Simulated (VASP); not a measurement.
Wanted: the native input for a VASP 6.6.1 run.

```yaml
Task: relaxation of cell and atoms
Functional: PBE
Potentials_or_basis: VASP PAW PBE potentials, release 64 (Ge_d)
Cutoff: 600 eV
k_mesh: 10 × 10 × 10
Occupations: fermi-dirac, width 0.05 eV
Spin: no spin polarisation
Dipole_correction: no
Further_INCAR_settings: ALGO = Normal; EDIFF = 1e-07; IBRION = 2; EDIFFG = -0.01; NSW = 60; ISIF = 3
```

The structure of Ge lies in POSCAR:

```
Ge
1.0
    2.7104700000      0.0000000000      0.0000000000
    0.0000000000      2.7104700000      0.0000000000
    0.0000000000      0.0000000000      2.7104700000
Ge
1
Direct
    0.0000000000      0.0000000000      0.0000000000
```

The input as run:

INCAR

```
ALGO     = Normal         # electronic algorithm
EDIFF    = 1E-7           # SCF threshold, eV
EDIFFG   = -0.01          # ionic threshold
ENCUT    = 600            # plane-wave cutoff, eV
GGA      = PE             # functional
IBRION   = 2              # ionic algorithm
ISIF     = 3              # what is computed and relaxed
ISMEAR   = -1             # smearing method
LASPH    = T              # aspherical terms in the spheres
LCHARG   = F              # write CHGCAR
LREAL    = F              # projectors in reciprocal space
LWAVE    = F              # write WAVECAR
NELM     = 100            # most SCF steps
NSW      = 60             # ionic steps
PREC     = Accurate       # precision mode
SIGMA    = 0.05           # smearing width, eV
```

KPOINTS

```
k-points
0
Gamma
  10 10 10
```

Potentials or basis: VASP PAW PBE potentials, release 64 (Ge_d).

Launch:

```bash
$ cat potpaw_PBE.64/Ge_d/POTCAR > POTCAR
$ mpirun -np 1 vasp_std > vasp.out
```

Results of the run:

```
Relaxed volume                         : 19.80 Å³/atom
Relaxed cell                           : a = 2.705 Å, b = 2.705 Å, c = 2.705 Å, α = 90.00°, β = 90.00°, γ = 90.00°
Space group after relaxing (to 0.05 Å) : Pm-3m (No. 221)
Energy gained by relaxing              : 0.2 meV/atom
Ionic steps                            : 3
Pressure after relaxing                : 0.0 GPa
Band gap on the k mesh                 : zero (band 7 reaches 12.60 eV, above the bottom of band 8 at 3.44 eV)
```

Run time: 11 s on 1 thread of Intel(R) Xeon(R) Platinum 8488C (Sapphire Rapids), on a shared host, peak memory 0.14 GiB.
